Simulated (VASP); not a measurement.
Runs of VASP 6.6.1 on H. The structure is that of space group P4/mmm (No. 123), or close to it. The cells are those of the table. 

```csv
level,cell,k mesh,cutoff (eV),smearing,gap on the mesh (eV),pressure (GPa)
PBE,"a = 2.650, b = 2.650, c = 0.980 Å, 1 atom",8 × 8 × 22,500,gaussian 0.1 eV,none,1.4
PBE+D3(BJ),"a = 2.650, b = 2.650, c = 0.980 Å, 1 atom",8 × 8 × 22,520,gaussian 0.1 eV,none,(a)
PBE,"a = 2.650, b = 2.650, c = 0.980 Å, 1 atom",6 × 6 × 5,520,gaussian 0.1 eV,none,(b)
PBEsol,"a = 2.658, b = 2.658, c = 0.984 Å, 1 atom",8 × 8 × 22,500,methfessel-paxton 0.23 eV,none,1.0
PBE,"a = 2.650, b = 2.650, c = 0.980 Å, 1 atom",8 × 8 × 22,500,tetrahedron,none,2.3
```

Alike in all rows: task single point; potentials or basis VASP PAW PBE potentials, release 64 (H); no spin polarisation.

Q: Estimate the missing entries.

A: (a) 0.8; (b) 4.8.

Caveats: some runs use coarse meshes; pairwise dispersion overbinds metals, which lowers pressure and volume (some runs); the PAW data sets were made with another functional, which shifts forces and pressure a little (some runs).

A gap of «none» marks levels without a gap at the run's occupations.
